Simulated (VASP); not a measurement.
# Si (I4_1/amd) in VASP: a series of runs

Si is run at these levels: PBE; tasks: single point.

Program: VASP 6.6.1. These are calculated values, not measurements. Logs are shortened: lines on timing, memory, paths and dates and some standing lists are left out, and cuts for length are marked.

### 1 The cell of the first run

It takes space group I4_1/amd (No. 141, tetragonal). Conventional cell: a = 4.634 Å, b = 4.634 Å, c = 2.518 Å, α = 90.00°, β = 90.00°, γ = 90.00°. Si (site symmetry -4m2) has 10 Si at 2.40 to 2.99 Å within 3.2 Å.

### 2 Single point, PBE

The input, INCAR:

```
SYSTEM = Si
PREC = Accurate
ENCUT = 520
EDIFF = 1E-6
ISMEAR = -1
SIGMA = 0.1
LREAL = .FALSE.
LASPH = .TRUE.
NELM = 80
ALGO = Normal
ISIF = 2
LWAVE = .FALSE.
LCHARG = .FALSE.
GGA = PE
NBANDS = 11
```

The input, KPOINTS:

```
Automatic mesh
0
G
  18 18 18
  0 0 0
```

The input, POSCAR:

```
Si
1.0
   -2.3169361936      2.3169361936      1.2587516249
    2.3169361936     -2.3169361936      1.2587516249
    2.3169361936      2.3169361936     -1.2587516249
Si
2
Direct
   -0.3750000000     -0.1250000000     -0.2500000000
    0.3750000000      0.1250000000      0.2500000000
```

Potentials or basis: VASP PAW PBE potentials, release 64 (Si).

The run is started by

```sh
$ cat potpaw_PBE.64/Si/POTCAR > POTCAR
$ mpirun -np 1 vasp_std > vasp.out
```

OUTCAR:

```text
SYSTEM = Si
   PREC = Accurate
   ENCUT = 520
   EDIFF = 1E-6
   ISMEAR = -1
   LREAL = .FALSE.
   LASPH = .TRUE.
   NELM = 80
   ISIF = 2
   GGA = PE

 ion  position               nearest neighbor table
   1  0.625  0.875  0.750-   2 2.40   2 2.40   2 2.40   2 2.40   2 2.99   2 2.99   2 2.99   2 2.99

   2  0.375  0.125  0.250-   1 2.40   1 2.40   1 2.40   1 2.40   1 2.99   1 2.99   1 2.99   1 2.99

  LATTYP: Found a body centered tetragonal cell.
 ALAT       =     4.6338723872
 C/A-ratio  =     0.5432828182

  Lattice vectors:

 A1 = (  -2.3169361936,   2.3169361936,   1.2587516249)
 A2 = (   2.3169361936,  -2.3169361936,   1.2587516249)
 A3 = (   2.3169361936,   2.3169361936,  -1.2587516249)

Analysis of symmetry for initial positions (statically):
=====================================================================
 Subroutine PRICEL returns:
 Original cell was already a primitive cell.

 Routine SETGRP: Setting up the symmetry group for a
 body centered tetragonal supercell.

 Subroutine GETGRP returns: Found 16 space group operations
 (whereof  4 operations were pure point group operations)
 out of a pool of 16 trial point group operations.

The static configuration has the point symmetry C_2h.
 The point group associated with its full space group is D_4h.

Analysis of symmetry for dynamics (positions and initial velocities):
=====================================================================
 Subroutine PRICEL returns:
 Original cell was already a primitive cell.

 Routine SETGRP: Setting up the symmetry group for a
 body centered tetragonal supercell.

 Subroutine GETGRP returns: Found 16 space group operations
 (whereof  4 operations were pure point group operations)
 out of a pool of 16 trial point group operations.

The dynamic configuration has the point symmetry C_2h.
 The point group associated with its full space group is D_4h.

 Subroutine INISYM returns: Found 16 space group operations
 (whereof  4 operations are pure point group operations),
 and found     1 'primitive' translations

----------------------------------------------------------------------------------------

                                     Primitive cell

  volume of cell :      27.0289

  direct lattice vectors                    reciprocal lattice vectors
    -2.316936194  2.316936194  1.258751625     0.000000000  0.215802231  0.397218951
     2.316936194 -2.316936194  1.258751625     0.215802231  0.000000000  0.397218951
     2.316936194  2.316936194 -1.258751625     0.215802231  0.215802231  0.000000000

  length of vectors
     3.510105740  3.510105740  3.510105740     0.452054751  0.452054751  0.305190442

  position of ions in fractional coordinates (direct lattice)
     0.625000000  0.875000000  0.750000000
     0.375000000  0.125000000  0.250000000

  ion indices of the primitive-cell ions
   primitive index   ion index
                 1           1
                 2           2

----------------------------------------------------------------------------------------

 KPOINTS: Automatic mesh

Automatic generation of k-mesh.
 Grid dimensions read from file:
 generate k-points for:   18   18   18

 Generating k-lattice:

  Cartesian coordinates                     Fractional coordinates (reciprocal lattice)
     0.000000000  0.011989013  0.022067719     0.055555556  0.000000000 -0.000000000
     0.011989013  0.000000000  0.022067719     0.000000000  0.055555556 -0.000000000
     0.011989013  0.011989013  0.000000000     0.000000000  0.000000000  0.055555556

  Length of vectors
     0.025114153  0.025114153  0.016955025

  Shift w.r.t. Gamma in fractional coordinates (k-lattice)
     0.000000000  0.000000000  0.000000000

 Subroutine IBZKPT returns following result:
 ===========================================

 Found    480 irreducible k-points:

 Following reciprocal coordinates:
            Coordinates               Weight
  0.000000  0.000000  0.000000      1.000000
  0.055556  0.000000 -0.000000      8.000000
  0.111111  0.000000 -0.000000      8.000000
  0.166667  0.000000  0.000000      8.000000
  0.222222 -0.000000  0.000000      8.000000
  0.277778  0.000000 -0.000000      8.000000
[... 16 lines left out ...]
 -0.277778  0.055556  0.000000     16.000000
 -0.222222  0.055556 -0.000000     16.000000
 [... further k-points ...]
   k-points           NKPTS =    480   k-points in BZ     NKDIM =    480   number of bands    NBANDS=     11
   number of dos      NEDOS =    301   number of ions     NIONS =      2
   total plane-waves  NPLWV =  21952
   dimension x,y,z NGX =    28 NGY =   28 NGZ =   28
   dimension x,y,z NGXF=    56 NGYF=   56 NGZF=   56
   ions per type =               2
   NGX,Y,Z   is equivalent  to a cutoff of  13.26, 13.26, 13.26 a.u.
   NGXF,Y,Z  is equivalent  to a cutoff of  26.52, 26.52, 26.52 a.u.
 SYSTEM =  Si
   PREC   = accura    normal or accurate (medium, high low for compatibility)
   ISTART =      0    job   : 0-new  1-cont  2-samecut
   ICHARG =      2    charge: 1-file 2-atom 10-const
   ISPIN  =      1    spin polarized calculation?
   LNONCOLLINEAR =      F non collinear calculations
   LSORBIT =      F    spin-orbit coupling
   LASPH  =      T    aspherical Exc in radial PAW
   ENCUT  =  520.0 eV  38.22 Ry    6.18 a.u.   6.53  6.53  6.53*2*pi/ulx,y,z
   NELM   =     80;   NELMIN=  2; NELMDL= -5     # of ELM steps
   EDIFF  = 0.1E-05   stopping-criterion for ELM
   LREAL  =      F    real-space projection
   EDIFFG = 0.1E-04   stopping-criterion for IOM
   NSW    =      0    number of steps for IOM
   IBRION =     -1    ionic relax: 0-MD 1-quasi-New 2-CG
   NFREE  =      0    steps in history (QN), initial steepest desc. (CG)
   ISIF   =      2    stress and relaxation
   ISYM   =      2    0-nonsym 1-usesym 2-fastsym
   POTIM  = 0.5000    time-step for ionic-motion
   TEBEG  =    0.0;   TEEND  =   0.0 temperature during run
   PSTRESS=    0.0 pullay stress
   NELECT =       8.0000    total number of electrons
   NUPDOWN=      -1.0000    fix difference up-down
   EMIN   =  10.00;   EMAX   =-10.00  energy-range for DOS
   EFERMI =   0.00;   METHOD = LEGACY
   ISMEAR =    -1;   SIGMA  =   0.10  broadening in eV -4-tet -1-fermi 0-gaus
   EFERMI_NEDOS =   21; number of points for ismear=-14 and -15
   IALGO  =     38    algorithm
   IMIX   =      4    mixing-type and parameters
     AMIX     =   0.40;   BMIX     =  1.00
     AMIX_MAG =   1.60;   BMIX_MAG =  1.00
  volume/ion in A,a.u.               =      13.51        91.20
  Fermi-wavevector in a.u.,A,eV,Ry     =   1.091010  2.061710 16.195056  1.190303
  Thomas-Fermi vector in A             =   2.227246
   LORBIT       =      0    0 simple, 1 ext, 2 COOP (PROOUT), +10 PAW based schemes
   GGA     = PE    functional components
   LHFCALC =     F    Hartree Fock is set to
   AEXX    =    0.0000 exact exchange contribution
   IVDW    =     0    specifies the selected vdW correction
   LEPSILON=     F    determine dielectric tensor
   LRPA    =     F    only Hartree local field effects (RPA)
 non-spin polarized calculation
  energy-cutoff  :      520.00
  volume of cell :       27.03
 maximum number of plane-waves:       749
 NGX is ok and might be reduce to    28
   NGX = 13   NGY = 13   NGZ = 13

 number of electron       8.0000000 magnetization

 Free energy of the ion-electron system (eV)
  ---------------------------------------------------
  ext. energy  EPLUGINS =         0.00000000
  ---------------------------------------------------
  free energy    TOTEN  =       -10.09540443 eV

  energy without entropy =      -10.07266758  energy(sigma->0) =      -10.08403601

 E-fermi :  10.7403     XC(G=0): -11.3970

 val. band max:       10.7302949959   @ k =   0.5000   0.1111   0.0556
 cond. band min:      10.7409578274   @ k =   0.1111   0.1111  -0.0000
 fundamental gap:      0.0106628315
 Fermi energy:        10.7403227808

 k-point     1 :       0.0000    0.0000    0.0000
  band No.  band energies     occupation
      1      -4.0902      2.00000
      2       7.8962      2.00000
      3       7.8962      2.00000
      4       8.8814      2.00000
      5      11.7366      0.00009
      6      18.6917      0.00000
      7      20.5377      0.00000
      8      20.5377      0.00000
      9      21.1424      0.00000
     10      21.6180      0.00000
     11      22.6140      0.00000

 k-point     2 :       0.0556    0.0000   -0.0000
  band No.  band energies     occupation
      1      -3.9990      2.00000
      2       7.6201      2.00000
      3       7.8456      2.00000
      4       9.3097      2.00000
      5      11.9561      0.00001
      6      18.2456      0.00000
      7      19.6156      0.00000
      8      20.4541      0.00000
      9      20.5924      0.00000
     10      21.7693      0.00000
     11      22.9680      0.00000

 k-point     3 :       0.1111    0.0000   -0.0000
  band No.  band energies     occupation
      1      -3.7254      2.00000
      2       7.2432      2.00000
      3       7.7390      2.00000
      4      10.1304      1.99552
      5      12.5656      0.00000
      6      17.2166      0.00000
      7      17.7502      0.00000
      8      19.8347      0.00000
      9      19.9128      0.00000
     10      20.7235      0.00000
     11      22.5196      0.00000
[... 267 lines left out ...]
 k-point    23 :      -0.2778    0.0556    0.0000
  band No.  band energies     occupation
      1      -2.4301      2.00000
      2       6.0280      2.00000
      3       7.5995      2.00000
      4      11.6919      0.00015
      5      13.9316      0.00000
      6      14.4589      0.00000
      7      15.4676      0.00000
      8      17.0588      0.00000
      9      17.6967      0.00000
     10      19.5821      0.00000
     11      22.3450      0.00000

 k-point    24 :      -0.2222    0.0556   -0.0000
  band No.  band energies     occupation
      1      -3.1055      2.00000
      2       6.0864      2.00000
      3       7.5982      2.00000
      4      11.6111      0.00033
      5      14.2386      0.00000
      6      15.2520      0.00000
      7      15.6141      0.00000
      8      18.0850      0.00000
      9      18.9408      0.00000
     10      20.2988      0.00000
     11      22.1699      0.00000

 [... further k-points ...]

------------------------ aborting loop because EDIFF is reached ----------------------------------------

  FORCE on cell =-STRESS in cart. coord.  units (eV):
  Direction    XX          YY          ZZ          XY          YZ          ZX
  --------------------------------------------------------------------------------------
  -------------------------------------------------------------------------------------
  Total        3.0497777      3.0497777      3.0576591      0.0000000      0.0000000     -0.0000000
  in kB      180.7800819    180.7800819    181.2472627      0.0000000      0.0000000     -0.0000000
  external PRESSURE =     180.9358088 kB  Pullay stress =       0.0000000 kB

 VOLUME and BASIS-vectors are now :
 -----------------------------------------------------------------------------
  energy-cutoff  :      520.00
  volume of cell :       27.03
      direct lattice vectors                 reciprocal lattice vectors
    -2.316936194  2.316936194  1.258751625     0.000000000  0.215802231  0.397218951
     2.316936194 -2.316936194  1.258751625     0.215802231  0.000000000  0.397218951
     2.316936194  2.316936194 -1.258751625     0.215802231  0.215802231  0.000000000

 POSITION                                       TOTAL-FORCE (eV/Angst)
 -----------------------------------------------------------------------------------
      2.31694      1.15847      0.94406         0.000000      0.000000      0.000000
      0.00000      1.15847      0.31469        -0.000000     -0.000000     -0.000000
 -----------------------------------------------------------------------------------
    total drift:                                0.000000      0.000000     -0.000000

  FREE ENERGIE OF THE ION-ELECTRON SYSTEM (eV)
  ---------------------------------------------------
  free  energy   TOTEN  =       -10.0954044329 eV

  energy  without entropy=      -10.0726675832  energy(sigma->0) =      -10.08403601
```

Run time: 54 s. Hardware: 1 thread of Intel Xeon 6975P-C (Granite Rapids), shared host; peak memory 0.23 GiB.

What came out:

| Property | Result |
| --- | --- |
| Free energy | -10.0954 eV |
| Pressure | 18.1 GPa |
| Band gap on the k mesh | zero (bands 4 and 5 overlap by 7.12 eV) |

Caveat: the cell stands under pressure.

### 3 Single point, PBE (13.51 Å³/atom)

The input, INCAR:

```
  PREC = Accurate
  ENCUT = 520
  EDIFF = 1E-7
  ISMEAR = -1
  SIGMA = 0.1
  LREAL = F
  LASPH = T
  NELM = 80
  ALGO = Normal
  ISIF = 2
  LWAVE = F
  LCHARG = F
  GGA = PE
  NBANDS = 11
```

The input, KPOINTS:

```
regular mesh
0
Gamma
  18 18 18
```

POSCAR is that of step 2.

Potentials or basis: VASP PAW PBE potentials, release 64 (Si).

The run is started by

```sh
$ cat potpaw_PBE.64/Si/POTCAR > POTCAR
$ mpirun -np 1 vasp_std > vasp.out
```

Wall time 58 s (1 thread of Intel Xeon 6975P-C (Granite Rapids), shared host); peak memory 0.23 GiB.

It converged, with:

- Free energy: -10.0954 eV
- Pressure: 18.1 GPa
- Band gap on the k mesh: zero (bands 4 and 5 overlap by 7.12 eV)

Levels at points of the mesh, in eV from the Fermi level:
```
           k point  band 1  band 2  band 3  band 4  band 5  band 6  band 7  band 8
(0.00, 0.00, 0.00)  -14.83   -2.84   -2.84   -1.86    1.00    7.95    9.80    9.80
(0.50, 0.00, 0.00)   -7.81   -7.37   -2.36   -1.82   -1.24    0.74    5.02    5.74
(0.50, 0.50, 0.00)  -11.51  -11.51    0.16    0.16    2.58    2.58    9.67    9.67
(0.50, 0.50, 0.50)   -8.80   -8.80   -7.60   -7.60    6.59    6.59   14.45   14.45
```

Caveat: the cell stands under pressure.

### 4 Single point, PBE

This run uses another cell than the first one, of 15.36 Å³/atom.

The input, INCAR:

```
PREC     = Accurate       # precision mode
ENCUT    = 520            # plane-wave cutoff, eV
EDIFF    = 1E-6           # SCF threshold, eV
ISMEAR   = -1             # smearing method
SIGMA    = 0.1            # smearing width, eV
LREAL    = False          # projectors in reciprocal space
LASPH    = True           # aspherical terms in the spheres
NELM     = 80             # most SCF steps
ALGO     = Normal         # electronic algorithm
ISIF     = 2              # what is computed and relaxed
LWAVE    = False          # write WAVECAR
LCHARG   = False          # write CHGCAR
GGA      = PE             # functional
NBANDS   = 11             # bands
```

KPOINTS is that of step 3.

The input, POSCAR:

```
Si
1.0
   -2.4088618547      2.4088618547      1.3233104158
    2.4088618547     -2.4088618547      1.3233104158
    2.4088618547      2.4088618547     -1.3233104158
Si
2
Direct
   -0.3750000000     -0.1250000000     -0.2500000000
    0.3750000000      0.1250000000      0.2500000000
```

The run is started by

```sh
$ cat potpaw_PBE.64/Si/POTCAR > POTCAR
$ mpirun -np 1 vasp_std > vasp.out
```

Wall time 63 s (1 thread of Intel Xeon 6975P-C (Granite Rapids), shared host); peak memory 0.24 GiB.

Results (log left out):

```
Free energy            : -10.2802 eV
Pressure               : -0.1 GPa
Band gap on the k mesh : zero (bands 4 and 5 overlap by 6.35 eV)
```

Levels at points of the mesh, in eV from the Fermi level:
| k point | band 1 | band 2 | band 3 | band 4 | band 5 | band 6 | band 7 | band 8 |
| --- | --- | --- | --- | --- | --- | --- | --- | --- |
| (0.00, 0.00, 0.00) | -13.67 | -2.50 | -2.50 | -2.13 | 1.60 | 7.56 | 8.78 | 8.78 |
| (0.50, 0.00, 0.00) | -7.52 | -6.68 | -2.13 | -1.67 | -1.54 | 1.17 | 4.44 | 5.43 |
| (0.50, 0.50, 0.00) | -10.61 | -10.61 | 0.30 | 0.30 | 2.48 | 2.48 | 8.39 | 8.39 |
| (0.50, 0.50, 0.50) | -8.29 | -8.29 | -6.71 | -6.71 | 5.89 | 5.89 | 12.74 | 12.74 |
